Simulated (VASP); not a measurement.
Wanted: the native input for a VASP 6.6.1 run.

```
Task                   : relaxation of cell and atoms
Functional             : PBE
Potentials or basis    : VASP PAW PBE potentials, release 64 (Pt, Se, S)
Cutoff                 : 600 eV
k mesh                 : 8 × 8 × 8
Occupations            : gaussian, width 0.1 eV
Spin                   : no spin polarisation
Dipole correction      : no
Further INCAR settings : ALGO = Normal; EDIFF = 1e-07; IBRION = 2; EDIFFG = -0.01; NSW = 100; ISIF = 3
```

The structure of PtSeS3 lies in POSCAR:

```
PtSeS3
1.0
    4.7126420175      0.0000000000      0.0000000000
    0.0000000000      4.7126420175      0.0000000000
    0.0000000000      0.0000000000      4.9090546209
Pt Se S
1 1 3
Direct
    0.0000000000      0.0000000000      0.9827885129
    0.5000000000      0.5000000000      0.7032669149
    0.5000000000      0.0000000000      0.8935986742
    0.0000000000      0.5000000000      0.8935986742
    0.0000000000      0.0000000000      0.4707481737
```

The input as run:

INCAR

```
SYSTEM = PtSeS3
ALGO = Normal
EDIFF = 1E-7
EDIFFG = -0.01
ENCUT = 600
GGA = PE
IBRION = 2
ISIF = 3
ISMEAR = 0
LASPH = .True.
LCHARG = .False.
LREAL = .False.
LWAVE = .False.
NELM = 100
NSW = 100
PREC = Accurate
SIGMA = 0.1
```

KPOINTS

```
k-points
0
Gamma
  8 8 8
  0 0 0
```

Potentials or basis: VASP PAW PBE potentials, release 64 (Pt, Se, S).

The run is started by

```bash
$ cat potpaw_PBE.64/Pt/POTCAR potpaw_PBE.64/Se/POTCAR potpaw_PBE.64/S/POTCAR > POTCAR
$ mpirun -np 1 vasp_std > vasp.out
```

Results of the run:

| Item | Value |
| --- | --- |
| Relaxed volume | 21.86 Å³/atom |
| Relaxed cell | a = 4.652 Å, b = 4.652 Å, c = 5.049 Å, α = 90.00°, β = 90.00°, γ = 90.00° |
| Space group after relaxing (to 0.05 Å) | P4mm (No. 99) |
| Energy gained by relaxing | 14.0 meV/atom |
| Ionic steps | 11 |
| Pressure after relaxing | 0.0 GPa |
| Largest force after relaxing | 0.009 eV/Å |
| Band gap on the k mesh | zero (band 17 reaches 5.31 eV, above the bottom of band 18 at 4.27 eV) |

Caveat: spin-orbit coupling is left out, which moves the levels of the heavy elements.

Wall time 9.2 min on 1 thread of Intel(R) Xeon(R) 6975P-C (Granite Rapids) (shared host), peak memory 0.41 GiB.
